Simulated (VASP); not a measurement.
Write the native input for VASP 6.6.1 that does the following.

| Property | Result |
| --- | --- |
| Task | single point |
| Functional | r2SCAN |
| Potentials or basis | VASP PAW PBE potentials, release 64 (Pd_sv_GW) |
| Cutoff | 690 eV |
| k mesh | 7 × 7 × 7 |
| Occupations | fermi-dirac, width 0.05 eV |
| Spin | no spin polarisation |
| Dipole correction | no |
| Further INCAR settings | ALGO = Normal; EDIFF = 1e-06; NBANDS = 15 |

The system is Pd.

```xyz
1
Lattice="0.0000 1.9465 1.9465 1.9465 0.0000 1.9465 1.9465 1.9465 0.0000" Properties=species:S:1:pos:R:3 pbc="T T T"
Pd    0.0000    0.0000    0.0000
```

One way to write it, as run:

POSCAR

```
Pd
1.0
    0.0000000000      1.9465000000      1.9465000000
    1.9465000000      0.0000000000      1.9465000000
    1.9465000000      1.9465000000      0.0000000000
Pd
1
Direct
    0.0000000000      0.0000000000      0.0000000000
```

INCAR.step1

```
SYSTEM = Pd
ALGO = Normal ; EDIFF = 1E-5
ENCUT = 690 ; GGA = PE
GGA_COMPAT = .False. ; ISMEAR = -1
LASPH = .True. ; LCHARG = .False.
LREAL = .False. ; LWAVE = .True.
NBANDS = 15 ; NELM = 120
PREC = Accurate ; SIGMA = 0.05
```

INCAR.step2

```
SYSTEM = Pd
ALGO = Normal ; EDIFF = 1E-6
ENCUT = 690 ; GGA_COMPAT = .False.
ISIF = 2 ; ISMEAR = -1
ISTART = 1 ; LASPH = .True.
LCHARG = .False. ; LMIXTAU = .True.
LREAL = .False. ; LWAVE = .False.
METAGGA = R2SCAN ; NBANDS = 15
NELM = 120 ; PREC = Accurate
SIGMA = 0.05
```

KPOINTS

```
k-points
0
Gamma
  7 7 7
  0 0 0
```

Potentials or basis: VASP PAW PBE potentials, release 64 (Pd_sv_GW).

Command:

```console
$ cat potpaw_PBE.64/Pd_sv_GW/POTCAR > POTCAR
$ cp INCAR.step1 INCAR
$ mpirun -np 1 vasp_std > vasp.out
$ cp INCAR.step2 INCAR
$ mpirun -np 1 vasp_std > vasp.out
```

It gave:

| Item | Value |
| --- | --- |
| Pressure | 2.9 GPa |
| Band gap on the k mesh | zero (bands 9 and 10 overlap by 1.53 eV) |

Caveat: the k points lie up to 0.40 Å⁻¹ apart, too coarse for converged energies and pressures of a metal; the PAW data sets were made with another functional, which shifts forces and pressure a little.

It took 30 s on 1 thread of AMD EPYC 9R45 96-Core Processor (Zen 5), with other jobs on the host, peak memory 0.12 GiB.
